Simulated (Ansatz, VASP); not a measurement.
Ir: VASP beside Ansatz

INCAR

```
PREC = Accurate
ENCUT = 520
EDIFF = 1E-6
ISMEAR = 0
SIGMA = 0.15
LREAL = False
LASPH = True
NELM = 60
ALGO = Fast
ISIF = 2
LWAVE = False
LCHARG = False
NBANDS = 10
```

KPOINTS

```
regular mesh
0
Gamma
  22 22 22
```

POSCAR

```
Ir
1.0
    0.0000000000      2.0732760000      1.9197000000
    2.0732760000      0.0000000000      1.9197000000
    2.0732760000      2.0732760000      0.0000000000
Ir
1
Direct
    0.0000000000      0.0000000000      0.0000000000
```

Input for Ansatz:

```yaml
crystal:
  lattice:
    - [0.0, 2.073276, 1.9197]
    - [2.073276, 0.0, 1.9197]
    - [2.073276, 2.073276, 0.0]
  atoms:
    - { symbol: Ir, position: [0.0, 0.0, 0.0] }
basis:
  ecutwfc: 420
kpoints:
  mp_grid: { grid: [22, 22, 22] }
hamiltonian:
  xc: lda
scf:
  occupations: { method: gaussian, width: 0.15 }
output:
  forces: true
  stress: true
  eigenvalues: true
```

Change from the starting cell: strain +0.080 along x and y, +0.000 along z, atoms carried along.

Alike in both runs: task single point; functional LDA; k mesh 22 × 22 × 22; occupations gaussian, width 0.15 eV; no spin polarisation.

```csv
,VASP,Ansatz
version,VASP 6.6.1,Ansatz 0.2.0
potentials or method,"VASP PAW LDA potentials, release 64 (Ir), cutoff 520 eV","scalar-relativistic, plane waves, PAW"
valence electrons in the cell,9,17
```

|  | VASP | Ansatz | Ansatz less VASP |
| --- | --- | --- | --- |
| gap on the k mesh at the Fermi level (eV) | none | none | - |
| pressure (GPa) | -42.8 | -44.5 | -1.73 |
| traceless stress, the component that is largest in VASP (GPa) | 11.41 | 11.52 | +0.109 |

LDA's correlation is that of Perdew and Zunger in VASP and of Perdew and Wang (1992) in Ansatz. A gap of «none» marks a metal or a gap that the smearing closes. Both programs put the cell under strong tension, so it lies far from rest at this level. VASP's potentials hold 9 valence electrons a cell and Ansatz's 17, so a difference there can come from the potentials and not from the codes.

Neither program's run includes spin-orbit coupling. Noted on VASP's run: the cell as given lies far from equilibrium.
